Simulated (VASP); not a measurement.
# WC (km) (P-6m2) in VASP: single point with PBEsol

Aim: the single point of WC (km) with PBEsol.

Everything below comes from runs of VASP 6.6.1. Logs are shortened: lines on timing, memory, paths and dates and some standing lists are left out, and cuts for length are marked.

**1. The cell of the first run**

The structure is hexagonal, space group P-6m2 (No. 187). Conventional cell: a = 2.899 Å, b = 2.899 Å, c = 2.828 Å, α = 90.00°, β = 90.00°, γ = 120.00°. Within 2.9 Å of W (site symmetry -6m2) lie 6 C at 2.19 Å and 8 W at 2.83 to 2.90 Å. Within 2.9 Å of C (site symmetry -6m2) lie 6 W at 2.19 Å and 8 C at 2.83 to 2.90 Å.

**2. Single point, PBEsol**

The input, INCAR:

```
ALGO = Normal ; EDIFF = 1E-6
ENCUT = 600 ; GGA = PS
GGA_COMPAT = F ; ISIF = 2
ISMEAR = 0 ; LASPH = T
LCHARG = F ; LREAL = F
LWAVE = F ; NBANDS = 16
NELM = 120 ; PREC = Accurate
SIGMA = 0.1
```

The input, KPOINTS:

```
k-points
0
Gamma
  6 6 6
```

The input, POSCAR:

```
WC
1.0
    2.8985811345      0.0000000000      0.0000000000
   -1.4492905673      2.5102448974      0.0000000000
    0.0000000000      0.0000000000      2.8280347686
W C
1 1
Direct
    0.0000000000      0.0000000000      0.0000000000
    0.6666666667      0.3333333333      0.5000000000
```

Potentials or basis: VASP PAW PBE potentials, release 64 (W_sv, C).

Started as:

```sh
$ cat potpaw_PBE.64/W_sv/POTCAR potpaw_PBE.64/C/POTCAR > POTCAR
$ mpirun -np 1 vasp_std > vasp.out
```

OUTCAR:

```text
EDIFF = 1E-6
   ENCUT = 600
   GGA = PS
   ISIF = 2
   ISMEAR = 0
   LASPH = T
   LREAL = F
   NELM = 120
   PREC = Accurate

 ion  position               nearest neighbor table
   1  0.000  0.000  0.000-   2 2.19   2 2.19   2 2.19   2 2.19   2 2.19   2 2.19
   2  0.667  0.333  0.500-   1 2.19   1 2.19   1 2.19   1 2.19   1 2.19   1 2.19

  LATTYP: Found a hexagonal cell.
 ALAT       =     2.8985811345
 C/A-ratio  =     0.9756617591

  Lattice vectors:

 A1 = (   2.8985811345,   0.0000000000,   0.0000000000)
 A2 = (  -1.4492905673,   2.5102448974,   0.0000000000)
 A3 = (   0.0000000000,   0.0000000000,   2.8280347686)

Analysis of symmetry for initial positions (statically):
=====================================================================
 Subroutine PRICEL returns:
 Original cell was already a primitive cell.

 Routine SETGRP: Setting up the symmetry group for a
 hexagonal supercell.

 Subroutine GETGRP returns: Found 12 space group operations
 (whereof 12 operations were pure point group operations)
 out of a pool of 24 trial point group operations.

The static configuration has the point symmetry D_3h.

Analysis of symmetry for dynamics (positions and initial velocities):
=====================================================================
 Subroutine PRICEL returns:
 Original cell was already a primitive cell.

 Routine SETGRP: Setting up the symmetry group for a
 hexagonal supercell.

 Subroutine GETGRP returns: Found 12 space group operations
 (whereof 12 operations were pure point group operations)
 out of a pool of 24 trial point group operations.

The dynamic configuration has the point symmetry D_3h.

 Subroutine INISYM returns: Found 12 space group operations
 (whereof 12 operations are pure point group operations),
 and found     1 'primitive' translations

----------------------------------------------------------------------------------------

                                     Primitive cell

  volume of cell :      20.5772

  direct lattice vectors                    reciprocal lattice vectors
     2.898581135  0.000000000  0.000000000     0.344996381  0.199183753  0.000000000
    -1.449290567  2.510244897  0.000000000     0.000000000  0.398367506  0.000000000
     0.000000000  0.000000000  2.828034769     0.000000000  0.000000000  0.353602442

  length of vectors
     2.898581135  2.898581135  2.828034769     0.398367506  0.398367506  0.353602442

  position of ions in fractional coordinates (direct lattice)
     0.000000000  0.000000000  0.000000000
     0.666666667  0.333333333  0.500000000

  ion indices of the primitive-cell ions
   primitive index   ion index
                 1           1
                 2           2

----------------------------------------------------------------------------------------

 KPOINTS: k-points

Automatic generation of k-mesh.
 Grid dimensions read from file:
 generate k-points for:    6    6    6

 Generating k-lattice:

  Cartesian coordinates                     Fractional coordinates (reciprocal lattice)
     0.057499397  0.033197292  0.000000000     0.166666667  0.000000000  0.000000000
     0.000000000  0.066394584  0.000000000     0.000000000  0.166666667  0.000000000
     0.000000000  0.000000000  0.058933740     0.000000000  0.000000000  0.166666667

  Length of vectors
     0.066394584  0.066394584  0.058933740

  Shift w.r.t. Gamma in fractional coordinates (k-lattice)
     0.000000000  0.000000000  0.000000000

 Subroutine IBZKPT returns following result:
 ===========================================

 Found     28 irreducible k-points:

 Following reciprocal coordinates:
            Coordinates               Weight
  0.000000  0.000000  0.000000      1.000000
  0.166667  0.000000  0.000000      6.000000
  0.333333  0.000000  0.000000      6.000000
  0.500000  0.000000  0.000000      3.000000
  0.166667  0.166667  0.000000      6.000000
  0.333333  0.166667  0.000000     12.000000
[... 16 lines left out ...]
  0.166667  0.000000  0.500000      6.000000
  0.333333  0.000000  0.500000      6.000000
 [... further k-points ...]
   k-points           NKPTS =     28   k-points in BZ     NKDIM =     28   number of bands    NBANDS=     16
   number of dos      NEDOS =    301   number of ions     NIONS =      2
   total plane-waves  NPLWV =  13824
   dimension x,y,z NGX =    24 NGY =   24 NGZ =   24
   dimension x,y,z NGXF=    48 NGYF=   48 NGZF=   48
   ions per type =               1   1
   NGX,Y,Z   is equivalent  to a cutoff of  13.77, 13.77, 14.11 a.u.
   NGXF,Y,Z  is equivalent  to a cutoff of  27.53, 27.53, 28.22 a.u.
 SYSTEM =  unknown system
   PREC   = accura    normal or accurate (medium, high low for compatibility)
   ISTART =      0    job   : 0-new  1-cont  2-samecut
   ICHARG =      2    charge: 1-file 2-atom 10-const
   ISPIN  =      1    spin polarized calculation?
   LNONCOLLINEAR =      F non collinear calculations
   LSORBIT =      F    spin-orbit coupling
   LASPH  =      T    aspherical Exc in radial PAW
   ENCUT  =  600.0 eV  44.10 Ry    6.64 a.u.   5.79  5.79  5.65*2*pi/ulx,y,z
   NELM   =    120;   NELMIN=  2; NELMDL= -5     # of ELM steps
   EDIFF  = 0.1E-05   stopping-criterion for ELM
   LREAL  =      F    real-space projection
   EDIFFG = 0.1E-04   stopping-criterion for IOM
   NSW    =      0    number of steps for IOM
   IBRION =     -1    ionic relax: 0-MD 1-quasi-New 2-CG
   NFREE  =      0    steps in history (QN), initial steepest desc. (CG)
   ISIF   =      2    stress and relaxation
   ISYM   =      2    0-nonsym 1-usesym 2-fastsym
   POTIM  = 0.5000    time-step for ionic-motion
   TEBEG  =    0.0;   TEEND  =   0.0 temperature during run
   PSTRESS=    0.0 pullay stress
   NELECT =      18.0000    total number of electrons
   NUPDOWN=      -1.0000    fix difference up-down
   EMIN   =  10.00;   EMAX   =-10.00  energy-range for DOS
   EFERMI =   0.00;   METHOD = LEGACY
   ISMEAR =     0;   SIGMA  =   0.10  broadening in eV -4-tet -1-fermi 0-gaus
   EFERMI_NEDOS =   21; number of points for ismear=-14 and -15
   IALGO  =     38    algorithm
   IMIX   =      4    mixing-type and parameters
     AMIX     =   0.40;   BMIX     =  1.00
     AMIX_MAG =   1.60;   BMIX_MAG =  1.00
  volume/ion in A,a.u.               =      10.29        69.43
  Fermi-wavevector in a.u.,A,eV,Ry     =   1.565682  2.958710 33.352781  2.451360
  Thomas-Fermi vector in A             =   2.668122
   LORBIT       =      0    0 simple, 1 ext, 2 COOP (PROOUT), +10 PAW based schemes
   GGA     = PS    functional components
   LHFCALC =     F    Hartree Fock is set to
   AEXX    =    0.0000 exact exchange contribution
   IVDW    =     0    specifies the selected vdW correction
   LEPSILON=     F    determine dielectric tensor
   LRPA    =     F    only Hartree local field effects (RPA)
 non-spin polarized calculation
 Gauss-broadening in eV      SIGMA  =   0.10
  energy-cutoff  :      600.00
  volume of cell :       20.58
 maximum number of plane-waves:       702
 NGX is ok and might be reduce to    24
   NGX = 11   NGY = 11   NGZ = 11

 number of electron      18.0000001 magnetization

 Free energy of the ion-electron system (eV)
  ---------------------------------------------------
  ext. energy  EPLUGINS =         0.00000000
  ---------------------------------------------------
  free energy    TOTEN  =       -23.89669915 eV

  energy without entropy =      -23.89294359  energy(sigma->0) =      -23.89482137

 E-fermi :  11.3061     XC(G=0): -13.9747

 val. band max:       11.1775537365   @ k =   0.0000   0.0000   0.0000
 cond. band min:      11.3244066865   @ k =   0.0000   0.0000   0.1667
 fundamental gap:      0.1468529500
 Fermi energy:        11.3060965560

 k-point     1 :       0.0000    0.0000    0.0000
  band No.  band energies     occupation
      1     -62.8672      2.00000
      2     -26.8563      2.00000
      3     -26.7463      2.00000
      4     -26.7463      2.00000
      5      -3.4376      2.00000
      6       6.6719      2.00000
[... 8 lines left out ...]
     15      25.4429      0.00000
     16      27.8339      0.00000

 k-point     2 :       0.1667    0.0000    0.0000
  band No.  band energies     occupation
      1     -62.8520      2.00000
      2     -26.9668      2.00000
      3     -26.8275      2.00000
      4     -26.7965      2.00000
      5      -2.7285      2.00000
      6       6.3167      2.00000
[... 8 lines left out ...]
     15      24.7500      0.00000
     16      29.2885      0.00000

 k-point     3 :       0.3333    0.0000    0.0000
  band No.  band energies     occupation
      1     -62.8215      2.00000
      2     -27.3879      2.00000
      3     -26.8953      2.00000
      4     -26.7695      2.00000
      5      -1.0918      2.00000
      6       4.7243      2.00000
[... 8 lines left out ...]
     15      26.0511      0.00000
     16      27.8294      0.00000

 k-point     4 :       0.5000    0.0000    0.0000
  band No.  band energies     occupation
      1     -62.8061      2.00000
      2     -27.5894      2.00000
      3     -26.9440      2.00000
      4     -26.7403      2.00000
      5      -0.0349      2.00000
      6       3.9760      2.00000
[... 8 lines left out ...]
     15      23.9524      0.00000
     16      29.2525      0.00000
[... 324 lines left out ...]
 k-point    22 :       0.0000    0.0000    0.5000
  band No.  band energies     occupation
      1     -62.8243      2.00000
      2     -27.6269      2.00000
      3     -26.6759      2.00000
      4     -26.6759      2.00000
      5       0.6901      2.00000
      6       2.3252      2.00000
[... 8 lines left out ...]
     15      22.9633      0.00000
     16      28.3514      0.00000

 k-point    23 :       0.1667    0.0000    0.5000
  band No.  band energies     occupation
      1     -62.8094      2.00000
      2     -27.5830      2.00000
      3     -26.8829      2.00000
      4     -26.7228      2.00000
      5       0.4411      2.00000
      6       3.1905      2.00000
[... 8 lines left out ...]
     15      24.4487      0.00000
     16      27.9454      0.00000

 k-point    24 :       0.3333    0.0000    0.5000
  band No.  band energies     occupation
      1     -62.7796      2.00000
      2     -27.4939      2.00000
      3     -27.2802      2.00000
      4     -26.8154      2.00000
      5      -0.0290      2.00000
      6       4.4183      2.00000
[... 8 lines left out ...]
     15      24.9373      0.00000
     16      28.2274      0.00000

 [... further k-points ...]
[... 5 lines left out ...]
  --------------------------------------------------------------------------------------
  -------------------------------------------------------------------------------------
  Total        0.2374767      0.2374767     -0.0483468     -0.0000000      0.0000000     -0.0000000
  in kB       18.4903554     18.4903554     -3.7643669     -0.0000000      0.0000000     -0.0000000
  external PRESSURE =      11.0721146 kB  Pullay stress =       0.0000000 kB

 VOLUME and BASIS-vectors are now :
 -----------------------------------------------------------------------------
  energy-cutoff  :      600.00
  volume of cell :       20.58
      direct lattice vectors                 reciprocal lattice vectors
     2.898581135  0.000000000  0.000000000     0.344996381  0.199183753  0.000000000
    -1.449290567  2.510244897  0.000000000     0.000000000  0.398367506  0.000000000
     0.000000000  0.000000000  2.828034769     0.000000000  0.000000000  0.353602442

 POSITION                                       TOTAL-FORCE (eV/Angst)
 -----------------------------------------------------------------------------------
      0.00000      0.00000      0.00000        -0.000000     -0.000000      0.000000
      1.44929      0.83675      1.41402         0.000000      0.000000      0.000000
 -----------------------------------------------------------------------------------
    total drift:                                0.000000     -0.000000      0.000000

  FREE ENERGIE OF THE ION-ELECTRON SYSTEM (eV)
  ---------------------------------------------------
  free  energy   TOTEN  =       -23.8966991451 eV

  energy  without entropy=      -23.8929435921  energy(sigma->0) =      -23.89482137
```

Run time: 5.4 s. Hardware: 1 thread of Intel Xeon Platinum 8488C (Sapphire Rapids), shared host; peak memory 0.14 GiB.

What came out:

```yaml
Free_energy: -23.8967 eV
Pressure: 1.1 GPa
Band_gap_on_the_k_mesh: zero (band 9 reaches 11.65 eV, above the bottom of band 10 at 10.45 eV)
```

Stress tensor (GPa, compression positive):
```
 1.85  0.00  0.00
 0.00  1.85  0.00
 0.00  0.00 -0.38
```

Levels at points of the mesh, in eV from the Fermi level:
```tsv
k point	band 6	band 7	band 8	band 9	band 10	band 11	band 12	band 13
(0.00, 0.00, 0.00)	-4.63	-3.62	-3.62	-0.13	3.01	3.01	5.45	5.45
(0.50, 0.00, 0.00)	-7.33	-3.90	-3.88	-0.69	2.10	4.33	4.71	6.67
(0.00, 0.00, 0.50)	-8.98	-2.28	-2.28	-0.86	-0.86	3.48	4.30	4.30
(0.50, 0.00, 0.50)	-6.77	-4.61	-4.45	0.06	4.24	5.13	6.49	9.06
```

Caveat: the k points lie up to 0.42 Å⁻¹ apart; the PAW data sets were made with another functional, which shifts forces and pressure a little; spin-orbit coupling is left out, which moves the levels of the heavy elements.
